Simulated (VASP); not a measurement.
# Sn (Pm-3m) in VASP: notebook

Sn is run at these levels: PBEsol; tasks: single point.

All numbers are computed with VASP 6.6.1; they aren't measurements. Logs are shortened: lines on timing, memory, paths and dates and some standing lists are left out, and cuts for length are marked.

### Step 1. The cell of the first run

It takes space group Pm-3m (No. 221, cubic). Conventional cell: a = 3.069 Å, b = 3.069 Å, c = 3.069 Å, α = 90.00°, β = 90.00°, γ = 90.00°. Sn (site symmetry m-3m) has 6 Sn at 3.07 Å within 4.0 Å.

### Step 2. Single point, PBEsol (volume scaled by 1.04)

INCAR

```
SYSTEM = Sn
ALGO     = Normal         ! electronic algorithm
EDIFF    = 1E-6           ! SCF threshold, eV
ENCUT    = 520            ! plane-wave cutoff, eV
GGA      = PS             ! functional
ISIF     = 2              ! what is computed and relaxed
ISMEAR   = -1             ! smearing method
LASPH    = .True.         ! aspherical terms in the spheres
LCHARG   = .False.        ! write CHGCAR
LREAL    = .False.        ! projectors in reciprocal space
LWAVE    = .False.        ! write WAVECAR
NBANDS   = 13             ! bands
NELM     = 80             ! most SCF steps
PREC     = Accurate       ! precision mode
SIGMA    = 0.1            ! smearing width, eV
```

KPOINTS

```
k-points
0
Gamma
  12 12 12
  0 0 0
```

POSCAR

```
Sn
1.0
    3.0686569396      0.0000000000      0.0000000000
    0.0000000000      3.0686569396      0.0000000000
    0.0000000000      0.0000000000      3.0686569396
Sn
1
Direct
    0.0000000000      0.0000000000      0.0000000000
```

Potentials or basis: VASP PAW PBE potentials, release 64 (Sn_d).

Started as:

```bash
$ cat potpaw_PBE.64/Sn_d/POTCAR > POTCAR
$ mpirun -np 1 vasp_std > vasp.out
```

OUTCAR:

```text
SYSTEM = Sn
   EDIFF = 1E-6
   ENCUT = 520
   GGA = PS
   ISIF = 2
   ISMEAR = -1
   LASPH = .True.
   LREAL = .False.
   NELM = 80
   PREC = Accurate

 ion  position               nearest neighbor table
   1  0.000  0.000  0.000-

  LATTYP: Found a simple cubic cell.
 ALAT       =     3.0686569396

  Lattice vectors:

 A1 = (   3.0686569396,   0.0000000000,   0.0000000000)
 A2 = (   0.0000000000,   3.0686569396,   0.0000000000)
 A3 = (   0.0000000000,   0.0000000000,   3.0686569396)

Analysis of symmetry for initial positions (statically):
=====================================================================
 Subroutine PRICEL returns:
 Original cell was already a primitive cell.

 Routine SETGRP: Setting up the symmetry group for a
 simple cubic supercell.

 Subroutine GETGRP returns: Found 48 space group operations
 (whereof 48 operations were pure point group operations)
 out of a pool of 48 trial point group operations.

The static configuration has the point symmetry O_h .

Analysis of symmetry for dynamics (positions and initial velocities):
=====================================================================
 Subroutine PRICEL returns:
 Original cell was already a primitive cell.

 Routine SETGRP: Setting up the symmetry group for a
 simple cubic supercell.

 Subroutine GETGRP returns: Found 48 space group operations
 (whereof 48 operations were pure point group operations)
 out of a pool of 48 trial point group operations.

The dynamic configuration has the point symmetry O_h .

 Subroutine INISYM returns: Found 48 space group operations
 (whereof 48 operations are pure point group operations),
 and found     1 'primitive' translations

----------------------------------------------------------------------------------------

                                     Primitive cell

  volume of cell :      28.8965

  direct lattice vectors                    reciprocal lattice vectors
     3.068656940  0.000000000  0.000000000     0.325875463  0.000000000  0.000000000
     0.000000000  3.068656940  0.000000000     0.000000000  0.325875463  0.000000000
     0.000000000  0.000000000  3.068656940     0.000000000  0.000000000  0.325875463

  length of vectors
     3.068656940  3.068656940  3.068656940     0.325875463  0.325875463  0.325875463

  position of ions in fractional coordinates (direct lattice)
     0.000000000  0.000000000  0.000000000

  ion indices of the primitive-cell ions
   primitive index   ion index
[... 68 lines left out ...]
   LNONCOLLINEAR =      F non collinear calculations
   LSORBIT =      F    spin-orbit coupling
   LASPH  =      T    aspherical Exc in radial PAW
   ENCUT  =  520.0 eV  38.22 Ry    6.18 a.u.   5.71  5.71  5.71*2*pi/ulx,y,z
   NELM   =     80;   NELMIN=  2; NELMDL= -5     # of ELM steps
   EDIFF  = 0.1E-05   stopping-criterion for ELM
   LREAL  =      F    real-space projection
[... 7 lines left out ...]
   TEBEG  =    0.0;   TEEND  =   0.0 temperature during run
   PSTRESS=    0.0 pullay stress
   NELECT =      14.0000    total number of electrons
   NUPDOWN=      -1.0000    fix difference up-down
   EMIN   =  10.00;   EMAX   =-10.00  energy-range for DOS
   EFERMI =   0.00;   METHOD = LEGACY
   ISMEAR =    -1;   SIGMA  =   0.10  broadening in eV -4-tet -1-fermi 0-gaus
   EFERMI_NEDOS =   21; number of points for ismear=-14 and -15
   IALGO  =     38    algorithm
   IMIX   =      4    mixing-type and parameters
     AMIX     =   0.40;   BMIX     =  1.00
     AMIX_MAG =   1.60;   BMIX_MAG =  1.00
  volume/ion in A,a.u.               =      28.90       195.00
  Fermi-wavevector in a.u.,A,eV,Ry     =   1.285787  2.429786 22.493822  1.653249
  Thomas-Fermi vector in A             =   2.417901
   LORBIT       =      0    0 simple, 1 ext, 2 COOP (PROOUT), +10 PAW based schemes
   GGA     = PS    functional components
   LHFCALC =     F    Hartree Fock is set to
   AEXX    =    0.0000 exact exchange contribution
   IVDW    =     0    specifies the selected vdW correction
   LEPSILON=     F    determine dielectric tensor
   LRPA    =     F    only Hartree local field effects (RPA)
 non-spin polarized calculation
  energy-cutoff  :      520.00
  volume of cell :       28.90
 maximum number of plane-waves:       804
 NGX is ok and might be reduce to    24
   NGX = 11   NGY = 11   NGZ = 11

 number of electron      14.0000006 magnetization

 Free energy of the ion-electron system (eV)
  ---------------------------------------------------
  ext. energy  EPLUGINS =         0.00000000
  ---------------------------------------------------
  free energy    TOTEN  =        -4.21006329 eV

  energy without entropy =       -4.18582986  energy(sigma->0) =       -4.19794657

 E-fermi :   7.0185     XC(G=0): -10.1192

 val. band max:        7.0104130747   @ k =   0.4167   0.3333   0.0000
 cond. band min:       7.0717664186   @ k =   0.3333   0.3333   0.1667
 fundamental gap:      0.0613533439
 Fermi energy:         7.0185000453

 k-point     1 :       0.0000    0.0000    0.0000
  band No.  band energies     occupation
      1     -14.5065      2.00000
      2     -14.5065      2.00000
      3     -14.1195      2.00000
      4     -14.1195      2.00000
      5     -14.1195      2.00000
      6      -3.7593      2.00000
      7      12.3003      0.00000
      8      12.3003      0.00000
      9      12.3003      0.00000
     10      15.6525      0.00000
     11      15.6525      0.00000
     12      16.8726      0.00000
     13      27.0382      0.00000
[... 354 lines left out ...]
  band No.  band energies     occupation
      1     -14.3665      2.00000
      2     -14.3159      2.00000
      3     -14.2049      2.00000
      4     -14.1850      2.00000
      5     -14.0808      2.00000
      6       0.5150      2.00000
      7       4.6722      2.00000
      8       7.0104      1.04041
      9      12.0035      0.00000
     10      16.3520      0.00000
     11      19.5051      0.00000
     12      21.3508      0.00000
     13      22.2496      0.00000

 [... further k-points ...]
[... 5 lines left out ...]
  --------------------------------------------------------------------------------------
  -------------------------------------------------------------------------------------
  Total       -0.3071242     -0.3071242     -0.3071242     -0.0000000     -0.0000000     -0.0000000
  in kB      -17.0286281    -17.0286281    -17.0286281     -0.0000000     -0.0000000     -0.0000000
  external PRESSURE =     -17.0286281 kB  Pullay stress =       0.0000000 kB

 VOLUME and BASIS-vectors are now :
 -----------------------------------------------------------------------------
  energy-cutoff  :      520.00
  volume of cell :       28.90
      direct lattice vectors                 reciprocal lattice vectors
     3.068656940  0.000000000  0.000000000     0.325875463  0.000000000  0.000000000
     0.000000000  3.068656940  0.000000000     0.000000000  0.325875463  0.000000000
     0.000000000  0.000000000  3.068656940     0.000000000  0.000000000  0.325875463

 POSITION                                       TOTAL-FORCE (eV/Angst)
 -----------------------------------------------------------------------------------
      0.00000      0.00000      0.00000         0.000000      0.000000      0.000000
 -----------------------------------------------------------------------------------
    total drift:                                0.000000     -0.000000      0.000000

  FREE ENERGIE OF THE ION-ELECTRON SYSTEM (eV)
  ---------------------------------------------------
  free  energy   TOTEN  =        -4.2100632896 eV

  energy  without entropy=       -4.1858298574  energy(sigma->0) =       -4.19794657
```

stdout:

```text
POSCAR found type information on POSCAR Sn
 POSCAR found :  1 types and       1 ions
 scaLAPACK will be used
 -----------------------------------------------------------------------------
|                                                                             |
|                                                                             |
|     You enforced a specific xc type in the INCAR file but a different       |
|     I HOPE YOU KNOW WHAT YOU ARE DOING!                                     |
|                                                                             |
 -----------------------------------------------------------------------------

 LDA part: xc-table for (Slater+PW92), standard interpolation
 POSCAR, INCAR and KPOINTS ok, starting setup
 FFT: planning ... GRIDC
 FFT: planning ... GRID_SOFT
 FFT: planning ... GRID
 WAVECAR not read
 entering main loop
```

Run time: 25 s. Hardware: 1 thread of Intel Xeon 8259CL, shared host; peak memory 0.16 GiB.

What came out:

- Free energy: -4.2101 eV
- Pressure: -1.7 GPa
- Band gap on the k mesh: zero (band 7 reaches 12.30 eV, above the bottom of band 8 at 4.83 eV)

Caveat: the PAW data sets were made with another functional, which shifts forces and pressure a little; spin-orbit coupling is left out, which moves the levels of the heavy elements.

### Step 3. Single point, PBEsol (volume scaled by 1.08)

INCAR

```
SYSTEM = Sn
PREC = Accurate
ENCUT = 520
EDIFF = 1E-6
ISMEAR = -1
SIGMA = 0.1
LREAL = .False.
LASPH = .True.
NELM = 80
ALGO = Normal
ISIF = 2
LWAVE = .False.
LCHARG = .False.
GGA = PS
NBANDS = 13
```

KPOINTS

```
Automatic mesh
0
Gamma
  12 12 12
  0 0 0
```

POSCAR

```
Sn
1.0
    3.1075048224      0.0000000000      0.0000000000
    0.0000000000      3.1075048224      0.0000000000
    0.0000000000      0.0000000000      3.1075048224
Sn
1
Direct
    0.0000000000      0.0000000000      0.0000000000
```

Potentials or basis: VASP PAW PBE potentials, release 64 (Sn_d).

Started as:

```bash
$ cat potpaw_PBE.64/Sn_d/POTCAR > POTCAR
$ mpirun -np 1 vasp_std > vasp.out
```

Wall time 27 s (1 thread of Intel Xeon 8259CL, shared host); peak memory 0.16 GiB.

The run converged. Its results:

```
Free energy            : -4.1930 eV
Pressure               : -3.3 GPa
Band gap on the k mesh : zero (band 7 reaches 11.73 eV, above the bottom of band 8 at 4.51 eV)
```

Levels at points of the mesh, in eV from the Fermi level:
| k point | band 5 | band 6 | band 7 | band 8 | band 9 | band 10 |
| --- | --- | --- | --- | --- | --- | --- |
| (0.00, 0.00, 0.00) | -21.13 | -10.52 | 5.14 | 5.14 | 5.14 | 8.49 |
| (0.50, 0.00, 0.00) | -21.12 | -7.66 | -4.41 | 7.56 | 7.56 | 11.24 |
| (0.50, 0.50, 0.00) | -21.02 | -4.62 | -2.08 | -2.08 | 2.86 | 10.13 |
| (0.50, 0.50, 0.50) | -21.01 | -1.16 | 0.15 | 0.15 | 0.15 | 5.80 |

Caveat: the PAW data sets were made with another functional, which shifts forces and pressure a little; spin-orbit coupling is left out, which moves the levels of the heavy elements.

### Step 4. Single point, PBEsol (volume scaled by 1.12)

INCAR

```
SYSTEM = Sn
ALGO = Normal
EDIFF = 1E-6
ENCUT = 520
GGA = PS
ISIF = 2
ISMEAR = -1
LASPH = .True.
LCHARG = .False.
LREAL = .False.
LWAVE = .False.
NBANDS = 13
NELM = 80
PREC = Accurate
SIGMA = 0.1
```

KPOINTS

```
k-points
0
Gamma
  12 12 12
  0 0 0
```

POSCAR

```
Sn
1.0
    3.1454049579      0.0000000000      0.0000000000
    0.0000000000      3.1454049579      0.0000000000
    0.0000000000      0.0000000000      3.1454049579
Sn
1
Direct
    0.0000000000      0.0000000000      0.0000000000
```

Started as:

```bash
$ cat potpaw_PBE.64/Sn_d/POTCAR > POTCAR
$ mpirun -np 1 vasp_std > vasp.out
```

It took 24 s on 1 thread of Intel Xeon 8259CL, shared host; peak memory 0.16 GiB.

It converged, with:

| Quantity | Value |
| --- | --- |
| Free energy | -4.1662 eV |
| Pressure | -4.5 GPa |
| Band gap on the k mesh | zero (band 7 reaches 11.19 eV, above the bottom of band 8 at 4.21 eV) |

Levels at points of the mesh, in eV from the Fermi level:
| k point | band 3 | band 4 | band 5 | band 6 | band 7 | band 8 | band 9 | band 10 | band 11 | band 12 |
| --- | --- | --- | --- | --- | --- | --- | --- | --- | --- | --- |
| (0.00, 0.00, 0.00) | -21.13 | -21.13 | -21.13 | -10.28 | 5.00 | 5.00 | 5.00 | 8.35 | 8.35 | 9.29 |
| (0.50, 0.00, 0.00) | -21.21 | -21.18 | -21.12 | -7.56 | -4.22 | 7.29 | 7.29 | 11.00 | 11.21 | 11.80 |
| (0.50, 0.50, 0.00) | -21.20 | -21.20 | -21.02 | -4.69 | -1.98 | -1.98 | 2.91 | 9.70 | 13.79 | 13.79 |
| (0.50, 0.50, 0.50) | -21.30 | -21.02 | -21.02 | -1.44 | 0.15 | 0.15 | 0.15 | 5.77 | 5.77 | 5.77 |

Caveat: the PAW data sets were made with another functional, which shifts forces and pressure a little; spin-orbit coupling is left out, which moves the levels of the heavy elements.

### Step 5. The runs side by side

```csv
cell,gap on the mesh (eV),pressure (GPa)
"a = 3.069 Å, 1 atom",none,-1.7
"a = 3.108 Å, 1 atom",none,-3.3
"a = 3.145 Å, 1 atom",none,-4.5
```

Alike in all rows: task single point; level PBEsol; potentials or basis VASP PAW PBE potentials, release 64 (Sn_d); no spin polarisation; k mesh 12 × 12 × 12; cutoff (eV) 520; smearing fermi-dirac 0.1 eV.

Caveats: the PAW data sets were made with another functional, which shifts forces and pressure a little; spin-orbit coupling is left out, which moves the levels of the heavy elements.

Total energies depend on the potentials used, so only differences within one code and one set of settings carry meaning.
